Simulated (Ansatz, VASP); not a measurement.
## One calculation of W, two programs

POSCAR

```
W
1.0
    2.8466354769      0.0000000000      0.0000000000
    0.0000000000      4.9278756295      0.0000000000
    0.0000000000      0.0000000000      4.9884878908
W
4
Direct
    0.7931720000      0.9368430000      0.7500000000
    0.2068280000      0.4368430000      0.7500000000
    0.2068280000      0.0631570000      0.2500000000
    0.7931720000      0.5631570000      0.2500000000
```

The input INCAR.step1:

```
PREC = Accurate ; ENCUT = 520
ISMEAR = -1 ; SIGMA = 0.05
LREAL = F ; LASPH = T
NELM = 60 ; NBANDS = 36
GGA = PE ; ALGO = Normal
EDIFF = 1E-4 ; LWAVE = T
LCHARG = F
```

Contents of INCAR.step2:

```
PREC = Accurate ; ENCUT = 520
EDIFF = 1E-7 ; ISMEAR = -1
SIGMA = 0.05 ; LREAL = F
LASPH = T ; NELM = 60
ALGO = Normal ; ISIF = 2
LWAVE = F ; LCHARG = F
METAGGA = R2SCAN ; LMIXTAU = T
NBANDS = 36 ; ISTART = 1
```

The input KPOINTS:

```
regular mesh
0
Gamma
  9 6 6
```

The input input.yaml:

```yaml
crystal:
  lattice:
    - [2.8466354769, 0.0, 0.0]
    - [0.0, 4.9278756295, 0.0]
    - [0.0, 0.0, 4.9884878908]
  atoms:
    - { symbol: W, position: [0.793172, 0.936843, 0.75] }
    - { symbol: W, position: [0.206828, 0.436843, 0.75] }
    - { symbol: W, position: [0.206828, 0.063157, 0.25] }
    - { symbol: W, position: [0.793172, 0.563157, 0.25] }
hamiltonian:
  xc: r2scan
  pseudopotentials: { kind: paw }
kpoints:
  mp_grid: { grid: [9, 6, 6] }
scf:
  occupations: { method: fermi_dirac, width: 0.05 }
output:
  forces: true
  stress: true
  eigenvalues: true
  write_density: true
  write_potential: true
  elf: true
  volumetric_format: npy
```

Alike in both runs: task single point; functional r2SCAN; k mesh 9 × 6 × 6; occupations fermi-dirac, width 0.05 eV; no spin polarisation.

|  | VASP | Ansatz |
| --- | --- | --- |
| version | VASP 6.6.1 | Ansatz 0.2.0 |
| potentials or method | VASP PAW PBE potentials, release 64 (W_sv) | Ansatz PAW |
| plane-wave cutoff (eV) | 520 | 500 |
| valence electrons in the cell | 56 | 56 |

|  | VASP | Ansatz | Ansatz less VASP |
| --- | --- | --- | --- |
| gap on the k mesh at the Fermi level (eV) | none | none | - |
| pressure (GPa) | -15.8 | -16.6 | -0.79 |
| traceless stress, the component that is largest in VASP (GPa) | 2.12 | 2.08 | -0.044 |
| rms of the force components (eV/Å) | 0.143 | 0.142 | -0.0015 |

VASP's potentials were made for PBE, not for r2SCAN. Atom by atom the forces differ by 0.002 eV/Å (rms over components). A gap of «none» marks a metal or a gap that the smearing closes. With one functional, cell and mesh, what is left measures potentials, basis and numerics.

Neither program's run includes spin-orbit coupling.
